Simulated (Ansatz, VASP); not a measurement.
# SiW2 in VASP and in Ansatz

```
W Si
1.0
    -2.96458    2.96458    2.44230
     2.96458   -2.96458    2.44230
     2.96458    2.96458   -2.44230
W Si
4 2
Direct
  0.65924 0.84076 0.50000
  0.84076 0.34076 0.18152
  0.34076 0.15924 0.50000
  0.15924 0.65924 0.81848
  0.25000 0.25000 0.00000
  0.75000 0.75000 0.00000
```

Alike in both runs: functional PBEsol; k mesh 10 × 10 × 10; occupations gaussian, width 0.1 eV; no spin polarisation.

Ansatz relaxed the structure, and its values are those at the end. VASP's run is a single point on that final structure, the one shown.

|  | VASP | Ansatz |
| --- | --- | --- |
| version | VASP 6.6.1 | Ansatz 0.2.0 |
| potentials or method | VASP PAW PBE potentials, release 64 (W_sv, Si), cutoff 520 eV | scalar-relativistic, plane waves, PAW |
| valence electrons in the cell | 64 | 64 |

VASP gave:

```
gap on the k mesh at the Fermi level (eV) : none
pressure (GPa)                            : 0.4
rms of the force components (eV/Å)        : 0.001
```

Problem. What did Ansatz give for the same quantities?

Solution. gap on the k mesh at the Fermi level (eV): none; pressure (GPa): 0.0; rms of the force components (eV/Å): 0.004.

VASP's potentials were made for PBE, not for PBEsol. A gap of «none» marks a metal or a gap that the smearing closes.

Neither program's run includes spin-orbit coupling.
